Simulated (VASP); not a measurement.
# SiC (I-4m2) in VASP: a series of runs, part 2 of 2

VASP 6.6.1. Earlier steps stand in the parts before.

## 3. Single point, PBE (strain -0.025 along x and y, -0.050 along z)

File INCAR:

```
PREC = Accurate ; ENCUT = 520
EDIFF = 1E-6 ; ISMEAR = 0
SIGMA = 0.05 ; LREAL = F
LASPH = T ; NELM = 80
ALGO = Normal ; ISIF = 2
LWAVE = F ; LCHARG = F
GGA = PE ; NBANDS = 11
```

File KPOINTS:

```
regular mesh
0
Gamma
  10 10 10
```

File POSCAR:

```
SiC
1.0
    0.0000000000      2.1351174926      2.0803708902
    2.1351174926      0.0000000000      2.0803708902
    2.1351174926      2.1351174926      0.0000000000
Si C
1 1
Direct
    0.0000000000      0.0000000000      0.0000000000
    0.7500000000      0.7500000000      0.7500000000
```

Potentials or basis: VASP PAW PBE potentials, release 64 (Si, C).

Launch:

```
> cat potpaw_PBE.64/Si/POTCAR potpaw_PBE.64/C/POTCAR > POTCAR
> mpirun -np 1 vasp_std > vasp.out
```

OUTCAR:

```text
PREC = Accurate
   ENCUT = 520
   EDIFF = 1E-6
   ISMEAR = 0
   LREAL = F
   LASPH = T
   NELM = 80
   ISIF = 2
   GGA = PE

 ion  position               nearest neighbor table
   1  0.000  0.000  0.000-   2 1.83   2 1.83   2 1.83   2 1.83
   2  0.750  0.750  0.750-   1 1.83   1 1.83   1 1.83   1 1.83

  LATTYP: Found a body centered tetragonal cell.
 ALAT       =     3.0195121153
 C/A-ratio  =     1.3779516761

  Lattice vectors:

 A1 = (   0.0000000000,  -2.1351174926,  -2.0803708902)
 A2 = (   0.0000000000,   2.1351174926,  -2.0803708902)
 A3 = (   2.1351174926,   0.0000000000,   2.0803708902)

Analysis of symmetry for initial positions (statically):
=====================================================================
 Subroutine PRICEL returns:
 Original cell was already a primitive cell.

 Routine SETGRP: Setting up the symmetry group for a
 body centered tetragonal supercell.

 Subroutine GETGRP returns: Found  8 space group operations
 (whereof  8 operations were pure point group operations)
 out of a pool of 16 trial point group operations.

The static configuration has the point symmetry D_2d.

Analysis of symmetry for dynamics (positions and initial velocities):
=====================================================================
 Subroutine PRICEL returns:
 Original cell was already a primitive cell.

 Routine SETGRP: Setting up the symmetry group for a
 body centered tetragonal supercell.

 Subroutine GETGRP returns: Found  8 space group operations
 (whereof  8 operations were pure point group operations)
 out of a pool of 16 trial point group operations.

The dynamic configuration has the point symmetry D_2d.

 Subroutine INISYM returns: Found  8 space group operations
 (whereof  8 operations are pure point group operations),
 and found     1 'primitive' translations

----------------------------------------------------------------------------------------

                                     Primitive cell

  volume of cell :      18.9677

  direct lattice vectors                    reciprocal lattice vectors
     0.000000000  2.135117493  2.080370890    -0.234179150  0.234179150  0.240341759
     2.135117493  0.000000000  2.080370890     0.234179150 -0.234179150  0.240341759
     2.135117493  2.135117493  0.000000000     0.234179150  0.234179150 -0.240341759

  length of vectors
     2.981051786  2.981051786  3.019512115     0.409199108  0.409199108  0.409199108

  position of ions in fractional coordinates (direct lattice)
     0.000000000  0.000000000  0.000000000
     0.750000000  0.750000000  0.750000000

  ion indices of the primitive-cell ions
   primitive index   ion index
                 1           1
                 2           2

----------------------------------------------------------------------------------------

 KPOINTS: regular mesh

Automatic generation of k-mesh.
 Grid dimensions read from file:
 generate k-points for:   10   10   10

 Generating k-lattice:

  Cartesian coordinates                     Fractional coordinates (reciprocal lattice)
    -0.023417915  0.023417915  0.024034176     0.100000000 -0.000000000  0.000000000
     0.023417915 -0.023417915  0.024034176    -0.000000000  0.100000000  0.000000000
     0.023417915  0.023417915 -0.024034176     0.000000000  0.000000000  0.100000000

  Length of vectors
     0.040919911  0.040919911  0.040919911

  Shift w.r.t. Gamma in fractional coordinates (k-lattice)
     0.000000000  0.000000000  0.000000000

 Subroutine IBZKPT returns following result:
 ===========================================

 Found    102 irreducible k-points:

 Following reciprocal coordinates:
            Coordinates               Weight
  0.000000  0.000000  0.000000      1.000000
  0.100000  0.000000  0.000000      8.000000
  0.200000  0.000000  0.000000      8.000000
  0.300000  0.000000  0.000000      8.000000
  0.400000  0.000000  0.000000      8.000000
  0.500000 -0.000000  0.000000      4.000000
[... 16 lines left out ...]
  0.300000  0.300000  0.000000      2.000000
  0.400000  0.300000  0.000000      8.000000
 [... further k-points ...]
   k-points           NKPTS =    102   k-points in BZ     NKDIM =    102   number of bands    NBANDS=     11
   number of dos      NEDOS =    301   number of ions     NIONS =      2
   total plane-waves  NPLWV =  13824
   dimension x,y,z NGX =    24 NGY =   24 NGZ =   24
   dimension x,y,z NGXF=    48 NGYF=   48 NGZF=   48
   ions per type =               1   1
   NGX,Y,Z   is equivalent  to a cutoff of  13.38, 13.38, 13.21 a.u.
   NGXF,Y,Z  is equivalent  to a cutoff of  26.77, 26.77, 26.43 a.u.
 SYSTEM =  unknown system
   PREC   = accura    normal or accurate (medium, high low for compatibility)
   ISTART =      0    job   : 0-new  1-cont  2-samecut
   ICHARG =      2    charge: 1-file 2-atom 10-const
   ISPIN  =      1    spin polarized calculation?
   LNONCOLLINEAR =      F non collinear calculations
   LSORBIT =      F    spin-orbit coupling
   LASPH  =      T    aspherical Exc in radial PAW
   ENCUT  =  520.0 eV  38.22 Ry    6.18 a.u.   5.54  5.54  5.61*2*pi/ulx,y,z
   NELM   =     80;   NELMIN=  2; NELMDL= -5     # of ELM steps
   EDIFF  = 0.1E-05   stopping-criterion for ELM
   LREAL  =      F    real-space projection
   EDIFFG = 0.1E-04   stopping-criterion for IOM
   NSW    =      0    number of steps for IOM
   IBRION =     -1    ionic relax: 0-MD 1-quasi-New 2-CG
   NFREE  =      0    steps in history (QN), initial steepest desc. (CG)
   ISIF   =      2    stress and relaxation
   ISYM   =      2    0-nonsym 1-usesym 2-fastsym
   POTIM  = 0.5000    time-step for ionic-motion
   TEBEG  =    0.0;   TEEND  =   0.0 temperature during run
   PSTRESS=    0.0 pullay stress
   NELECT =       8.0000    total number of electrons
   NUPDOWN=      -1.0000    fix difference up-down
   EMIN   =  10.00;   EMAX   =-10.00  energy-range for DOS
   EFERMI =   0.00;   METHOD = LEGACY
   ISMEAR =     0;   SIGMA  =   0.05  broadening in eV -4-tet -1-fermi 0-gaus
   EFERMI_NEDOS =   21; number of points for ismear=-14 and -15
   IALGO  =     38    algorithm
   IMIX   =      4    mixing-type and parameters
     AMIX     =   0.40;   BMIX     =  1.00
     AMIX_MAG =   1.60;   BMIX_MAG =  1.00
  volume/ion in A,a.u.               =       9.48        64.00
  Fermi-wavevector in a.u.,A,eV,Ry     =   1.227722  2.320058 20.508081  1.507301
  Thomas-Fermi vector in A             =   2.362675
   LORBIT       =      0    0 simple, 1 ext, 2 COOP (PROOUT), +10 PAW based schemes
   GGA     = PE    functional components
   LHFCALC =     F    Hartree Fock is set to
   AEXX    =    0.0000 exact exchange contribution
   IVDW    =     0    specifies the selected vdW correction
   LEPSILON=     F    determine dielectric tensor
   LRPA    =     F    only Hartree local field effects (RPA)
 non-spin polarized calculation
 Gauss-broadening in eV      SIGMA  =   0.05
  energy-cutoff  :      520.00
  volume of cell :       18.97
 maximum number of plane-waves:       532
 NGX is ok and might be reduce to    24
   NGX = 11   NGY = 11   NGZ = 11

 number of electron       7.9999999 magnetization

 Free energy of the ion-electron system (eV)
  ---------------------------------------------------
  ext. energy  EPLUGINS =         0.00000000
  ---------------------------------------------------
  free energy    TOTEN  =       -14.90016949 eV

  energy without entropy =      -14.90016949  energy(sigma->0) =      -14.90016949

 E-fermi :   9.5346     XC(G=0): -11.7412

 val. band max:        9.2309283280   @ k =   0.0000   0.0000   0.0000
 cond. band min:      10.2216427372   @ k =   0.5000   0.5000   0.0000
 fundamental gap:      0.9907144093
 Fermi energy:         9.5346197082

 k-point     1 :       0.0000    0.0000    0.0000
  band No.  band energies     occupation
      1      -6.9886      2.00000
      2       9.0587      2.00000
      3       9.0587      2.00000
      4       9.2309      2.00000
      5      16.3741      0.00000
      6      17.0146      0.00000
      7      17.0784      0.00000
      8      17.0784      0.00000
      9      23.7246      0.00000
     10      24.5282      0.00000
     11      26.7379      0.00000
[... 309 lines left out ...]
 k-point    24 :       0.4000    0.3000    0.0000
  band No.  band energies     occupation
      1      -3.5107      2.00000
      2       3.5547      2.00000
      3       5.7314      2.00000
      4       6.1778      2.00000
      5      11.9543      0.00000
      6      14.8343      0.00000
      7      21.7289      0.00000
      8      21.7748      0.00000
      9      24.1647      0.00000
     10      27.8657      0.00000
     11      31.8254      0.00000

 [... further k-points ...]
[... 5 lines left out ...]
  --------------------------------------------------------------------------------------
  -------------------------------------------------------------------------------------
  Total        2.8597460      2.8597460      3.6003174      0.0000000      0.0000000      0.0000000
  in kB      241.5592757    241.5592757    304.1144452      0.0000000      0.0000000      0.0000000
  external PRESSURE =     262.4109988 kB  Pullay stress =       0.0000000 kB

 VOLUME and BASIS-vectors are now :
 -----------------------------------------------------------------------------
  energy-cutoff  :      520.00
  volume of cell :       18.97
      direct lattice vectors                 reciprocal lattice vectors
     0.000000000  2.135117493  2.080370890    -0.234179150  0.234179150  0.240341759
     2.135117493  0.000000000  2.080370890     0.234179150 -0.234179150  0.240341759
     2.135117493  2.135117493  0.000000000     0.234179150  0.234179150 -0.240341759

 POSITION                                       TOTAL-FORCE (eV/Angst)
 -----------------------------------------------------------------------------------
      0.00000      0.00000      0.00000         0.000000      0.000000      0.000000
      3.20268      3.20268      3.12056        -0.000000     -0.000000     -0.000000
 -----------------------------------------------------------------------------------
    total drift:                               -0.000000     -0.000000      0.000000

  FREE ENERGIE OF THE ION-ELECTRON SYSTEM (eV)
  ---------------------------------------------------
  free  energy   TOTEN  =       -14.9001694901 eV

  energy  without entropy=      -14.9001694901  energy(sigma->0) =      -14.90016949
```

OSZICAR:

```text
N       E                     dE             d eps       ncg     rms          rms(c)
DAV:   1     0.294721152010E+01    0.29472E+01   -0.39541E+03  2372   0.612E+02
DAV:   2    -0.164447906134E+02   -0.19392E+02   -0.18099E+02  2817   0.111E+02
DAV:   3    -0.170102101693E+02   -0.56542E+00   -0.56443E+00  2736   0.152E+01
DAV:   4    -0.170121128302E+02   -0.19027E-02   -0.19026E-02  2607   0.112E+00
DAV:   5    -0.170121205257E+02   -0.76954E-05   -0.76954E-05  2754   0.659E-02    0.978E+00
DAV:   6    -0.149888270413E+02    0.20233E+01   -0.66417E+00  2508   0.120E+01    0.442E+00
DAV:   7    -0.149083960095E+02    0.80431E-01   -0.50433E-01  2686   0.401E+00    0.195E+00
DAV:   8    -0.148999637145E+02    0.84323E-02   -0.21443E-02  2550   0.982E-01    0.170E-01
DAV:   9    -0.149000725825E+02   -0.10887E-03   -0.14206E-03  2829   0.223E-01    0.116E-01
DAV:  10    -0.149001673966E+02   -0.94814E-04   -0.18874E-04  2529   0.868E-02    0.260E-02
DAV:  11    -0.149001691197E+02   -0.17230E-05   -0.29497E-05  2697   0.298E-02    0.644E-03
DAV:  12    -0.149001694901E+02   -0.37045E-06   -0.12969E-06  1736   0.712E-03
   1 F= -.14900169E+02 E0= -.14900169E+02  d E =-.268331E-20
```

Wall time 13 s (1 thread of Intel Xeon Platinum 8488C (Sapphire Rapids), shared host); peak memory 0.14 GiB.

Results:

```
Free energy            : -14.9002 eV
Pressure               : 26.2 GPa
Band gap on the k mesh : 0.99 eV, indirect (least direct gap 4.59 eV)
```

Caveat: the cell differs from its parent crystal (strain -0.025 along x and y, -0.050 along z). A k mesh can miss the band edges.

## 4. Single point, PBE (strain -0.050 along x and y, +0.025 along z)

File INCAR:

```
ALGO = Normal
EDIFF = 1E-6
ENCUT = 520
GGA = PE
ISIF = 2
ISMEAR = 0
LASPH = T
LCHARG = F
LREAL = F
LWAVE = F
NBANDS = 11
NELM = 100
PREC = Accurate
SIGMA = 0.05
```

File KPOINTS:

```
k-points
0
Gamma
  10 10 10
```

File POSCAR:

```
SiC
1.0
    0.0000000000      2.0803708902      2.2446106974
    2.0803708902      0.0000000000      2.2446106974
    2.0803708902      2.0803708902      0.0000000000
Si C
1 1
Direct
    0.0000000000      0.0000000000      0.0000000000
    0.7500000000      0.7500000000      0.7500000000
```

Potentials or basis: VASP PAW PBE potentials, release 64 (Si, C).

Launch:

```
> cat potpaw_PBE.64/Si/POTCAR potpaw_PBE.64/C/POTCAR > POTCAR
> mpirun -np 1 vasp_std > vasp.out
```

OUTCAR:

```text
EDIFF = 1E-6
   ENCUT = 520
   GGA = PE
   ISIF = 2
   ISMEAR = 0
   LASPH = T
   LREAL = F
   NELM = 100
   PREC = Accurate

 ion  position               nearest neighbor table
   1  0.000  0.000  0.000-   2 1.85   2 1.85   2 1.85   2 1.85
   2  0.750  0.750  0.750-   1 1.85   1 1.85   1 1.85   1 1.85

  LATTYP: Found a body centered tetragonal cell.
 ALAT       =     2.9420887277
 C/A-ratio  =     1.5258620016

  Lattice vectors:

 A1 = (  -2.0803708902,   0.0000000000,   2.2446106974)
 A2 = (   2.0803708902,   0.0000000000,   2.2446106974)
 A3 = (   0.0000000000,   2.0803708902,  -2.2446106974)

Analysis of symmetry for initial positions (statically):
=====================================================================
 Subroutine PRICEL returns:
 Original cell was already a primitive cell.

 Routine SETGRP: Setting up the symmetry group for a
 body centered tetragonal supercell.

 Subroutine GETGRP returns: Found  8 space group operations
 (whereof  8 operations were pure point group operations)
 out of a pool of 16 trial point group operations.

The static configuration has the point symmetry D_2d.

Analysis of symmetry for dynamics (positions and initial velocities):
=====================================================================
 Subroutine PRICEL returns:
 Original cell was already a primitive cell.

 Routine SETGRP: Setting up the symmetry group for a
 body centered tetragonal supercell.

 Subroutine GETGRP returns: Found  8 space group operations
 (whereof  8 operations were pure point group operations)
 out of a pool of 16 trial point group operations.

The dynamic configuration has the point symmetry D_2d.

 Subroutine INISYM returns: Found  8 space group operations
 (whereof  8 operations are pure point group operations),
 and found     1 'primitive' translations

[... 115 lines left out ...]
  volume/ion in A,a.u.               =       9.71        65.56
  Fermi-wavevector in a.u.,A,eV,Ry     =   1.217925  2.301545 20.182092  1.483342
  Thomas-Fermi vector in A             =   2.353229
   LORBIT       =      0    0 simple, 1 ext, 2 COOP (PROOUT), +10 PAW based schemes
   GGA     = PE    functional components
   LHFCALC =     F    Hartree Fock is set to
   AEXX    =    0.0000 exact exchange contribution
   IVDW    =     0    specifies the selected vdW correction
   LEPSILON=     F    determine dielectric tensor
   LRPA    =     F    only Hartree local field effects (RPA)
 non-spin polarized calculation
 Gauss-broadening in eV      SIGMA  =   0.05
  energy-cutoff  :      520.00
  volume of cell :       19.43
 maximum number of plane-waves:       541
   NGX = 11   NGY = 11   NGZ = 11

 number of electron       7.9999999 magnetization

 Free energy of the ion-electron system (eV)
  ---------------------------------------------------
  ext. energy  EPLUGINS =         0.00000000
  ---------------------------------------------------
  free energy    TOTEN  =       -14.90461298 eV

  energy without entropy =      -14.90461298  energy(sigma->0) =      -14.90461298

 E-fermi :   9.2914     XC(G=0): -11.6400

 val. band max:        9.0640293456   @ k =  -0.1000   0.1000   0.0000
 cond. band min:       9.9327808727   @ k =   0.5000   0.0000   0.5000
 fundamental gap:      0.8687515270
 Fermi energy:         9.2914087209

 k-point     1 :       0.0000    0.0000    0.0000
  band No.  band energies     occupation
      1      -7.0686      2.00000
      2       8.4573      2.00000
      3       9.0532      2.00000
      4       9.0532      2.00000
      5      15.7631      0.00000
      6      16.5681      0.00000
      7      16.5681      0.00000
      8      16.7133      0.00000
      9      22.3195      0.00000
     10      24.7262      0.00000
     11      24.9608      0.00000
[... 309 lines left out ...]
 k-point    24 :       0.4000    0.3000    0.0000
  band No.  band energies     occupation
      1      -4.0255      2.00000
      2       2.6903      2.00000
      3       5.8549      2.00000
      4       6.6632      2.00000
      5      12.1136      0.00000
      6      15.5559      0.00000
      7      20.8310      0.00000
      8      21.6401      0.00000
      9      22.9107      0.00000
     10      27.9684      0.00000
     11      30.7005      0.00000

 [... further k-points ...]
[... 5 lines left out ...]
  --------------------------------------------------------------------------------------
  -------------------------------------------------------------------------------------
  Total        3.2066224      3.2066224      0.3887224      0.0000000     -0.0000000     -0.0000000
  in kB      264.4270312    264.4270312     32.0551314      0.0000000     -0.0000000     -0.0000000
  external PRESSURE =     186.9697313 kB  Pullay stress =       0.0000000 kB

 VOLUME and BASIS-vectors are now :
 -----------------------------------------------------------------------------
  energy-cutoff  :      520.00
  volume of cell :       19.43
      direct lattice vectors                 reciprocal lattice vectors
     0.000000000  2.080370890  2.244610697    -0.240341759  0.240341759  0.222755777
     2.080370890  0.000000000  2.244610697     0.240341759 -0.240341759  0.222755777
     2.080370890  2.080370890  0.000000000     0.240341759  0.240341759 -0.222755777

 POSITION                                       TOTAL-FORCE (eV/Angst)
 -----------------------------------------------------------------------------------
      0.00000      0.00000      0.00000        -0.000000     -0.000000      0.000000
      3.12056      3.12056      3.36692         0.000000      0.000000      0.000000
 -----------------------------------------------------------------------------------
    total drift:                                0.000000      0.000000     -0.000000

  FREE ENERGIE OF THE ION-ELECTRON SYSTEM (eV)
  ---------------------------------------------------
  free  energy   TOTEN  =       -14.9046129768 eV

  energy  without entropy=      -14.9046129768  energy(sigma->0) =      -14.90461298
```

OSZICAR:

```text
N       E                     dE             d eps       ncg     rms          rms(c)
DAV:   1     0.298247189737E+01    0.29825E+01   -0.39666E+03  2375   0.611E+02
DAV:   2    -0.163613416392E+02   -0.19344E+02   -0.18391E+02  2801   0.111E+02
DAV:   3    -0.169354696613E+02   -0.57413E+00   -0.57276E+00  2765   0.154E+01
DAV:   4    -0.169375246139E+02   -0.20550E-02   -0.20549E-02  2594   0.117E+00
DAV:   5    -0.169375329498E+02   -0.83359E-05   -0.83358E-05  2779   0.692E-02    0.947E+00
DAV:   6    -0.149822303347E+02    0.19553E+01   -0.65859E+00  2508   0.118E+01    0.424E+00
DAV:   7    -0.149126799167E+02    0.69550E-01   -0.46642E-01  2694   0.387E+00    0.190E+00
DAV:   8    -0.149044326562E+02    0.82473E-02   -0.21232E-02  2571   0.974E-01    0.168E-01
DAV:   9    -0.149045141613E+02   -0.81505E-04   -0.15444E-03  2794   0.228E-01    0.114E-01
DAV:  10    -0.149046107794E+02   -0.96618E-04   -0.20016E-04  2543   0.888E-02    0.257E-02
DAV:  11    -0.149046126060E+02   -0.18266E-05   -0.32348E-05  2679   0.308E-02    0.648E-03
DAV:  12    -0.149046129768E+02   -0.37082E-06   -0.14148E-06  1869   0.740E-03
   1 F= -.14904613E+02 E0= -.14904613E+02  d E =-.125641E-12
```

Run time: 13 s. Hardware: 1 thread of Intel Xeon Platinum 8488C (Sapphire Rapids), shared host; peak memory 0.14 GiB.

What came out:

```yaml
Free_energy: -14.9046 eV
Pressure: 18.7 GPa
Band_gap_on_the_k_mesh: 0.87 eV, indirect (least direct gap 4.53 eV)
```

Caveat: the cell differs from its parent crystal (strain -0.050 along x and y, +0.025 along z). A k mesh can miss the band edges.

## 5. The runs side by side

```csv
cell,gap on the mesh (eV),pressure (GPa)
"a = 3.021, b = 3.021, c = 2.942 Å, angles 60.9, 60.9, 58.3°, 2 atoms",0.99,26.3
"a = 2.981, b = 2.981, c = 3.020 Å, angles 59.6, 59.6, 60.9°, 2 atoms",0.99,26.2
"a = 3.060, b = 3.060, c = 2.942 Å, angles 61.3, 61.3, 57.5°, 2 atoms",0.87,18.7
```

Alike in all rows: task single point; level PBE; potentials or basis VASP PAW PBE potentials, release 64 (Si, C); no spin polarisation; k mesh 10 × 10 × 10; cutoff (eV) 520; smearing gaussian 0.05 eV.

Total energies depend on the potentials used, so only differences within one code and one set of settings carry meaning.
